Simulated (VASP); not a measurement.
A run of VASP 6.6.1:

Contents of INCAR:

```
SYSTEM = CaF2
  PREC = Accurate
  ENCUT = 520
  EDIFF = 1E-6
  ISMEAR = 0
  SIGMA = 0.05
  LREAL = Auto
  LASPH = .True.
  NELM = 120
  ALGO = Normal
  ISIF = 2
  LWAVE = .False.
  LCHARG = .False.
  LDIPOL = .True.
  IDIPOL = 3
  DIPOL = 0.5 0.5 0.500
  GGA = PE
  IVDW = 12
  NBANDS = 168
  GGA_COMPAT = .False.
  NELMDL = -8
```

The input KPOINTS:

```
regular mesh
0
Gamma
  3 3 1
  0 0 0
```

Contents of POSCAR:

```
CaF2
1.0
    7.7347822766      0.0000000000      0.0000000000
   -3.8673911383      6.6985179443      0.0000000000
    0.0000000000      0.0000000000     23.8942791039
F Ca
24 12
Direct
    0.5000000000      0.5000000000      0.3348081758
    0.5000000000      0.0000000000      0.3348081758
    0.0000000000      0.5000000000      0.3348081758
    0.0000000000      0.0000000000      0.3348081758
    0.6666666667      0.3333333333      0.4008849055
    0.6666666667      0.8333333333      0.4008849055
    0.1666666667      0.3333333333      0.4008849055
    0.1666666667      0.8333333333      0.4008849055
    0.8333333333      0.6666666667      0.4669616352
    0.8333333333      0.1666666667      0.4669616352
    0.3333333333      0.6666666667      0.4669616352
    0.3333333333      0.1666666667      0.4669616352
    0.0000000000      0.5000000000      0.5335199356
    0.0000000000      0.0000000000      0.5335199356
    0.5000000000      0.5000000000      0.5335199356
    0.5000000000      0.0000000000      0.5335199356
    0.1666666667      0.8333333333      0.5988890269
    0.1666666667      0.3333333333      0.5988890269
    0.6666666667      0.8333333333      0.5988890269
    0.6666666667      0.3333333333      0.5988890269
    0.3333333333      0.6666666667      0.6666499241
    0.3333333333      0.1666666667      0.6666499241
    0.8333333333      0.6666666667      0.6666499241
    0.8333333333      0.1666666667      0.6666499241
    0.3333333333      0.1666666667      0.3678465407
    0.3333333333      0.6666666667      0.3678465407
    0.8333333333      0.1666666667      0.3678465407
    0.8333333333      0.6666666667      0.3678465407
    0.6666666667      0.3333333333      0.5000691654
    0.6666666667      0.8333333333      0.5000691654
    0.1666666667      0.3333333333      0.5000691654
    0.1666666667      0.8333333333      0.5000691654
    0.0000000000      0.5000000000      0.6323469235
    0.0000000000      0.0000000000      0.6323469235
    0.5000000000      0.5000000000      0.6323469235
    0.5000000000      0.0000000000      0.6323469235
```

Potentials or basis: VASP PAW PBE potentials, release 64 (F, Ca_sv).

The run is started by

```console
$ cat potpaw_PBE.64/F/POTCAR potpaw_PBE.64/Ca_sv/POTCAR > POTCAR
$ mpirun -np 1 vasp_std > vasp.out
```

Hardware: 1 thread of Intel(R) Xeon(R) Platinum 8259CL CPU @ 2.50GHz (Skylake/Cascade Lake) (shared host).

Q: How long does it take, and how much memory?

A: Run time: 40 min on 1 thread of Intel(R) Xeon(R) Platinum 8259CL CPU @ 2.50GHz (Skylake/Cascade Lake), with other jobs on the host, peak memory 1.4 GiB. Counts: scf iterations 30, k points 3.
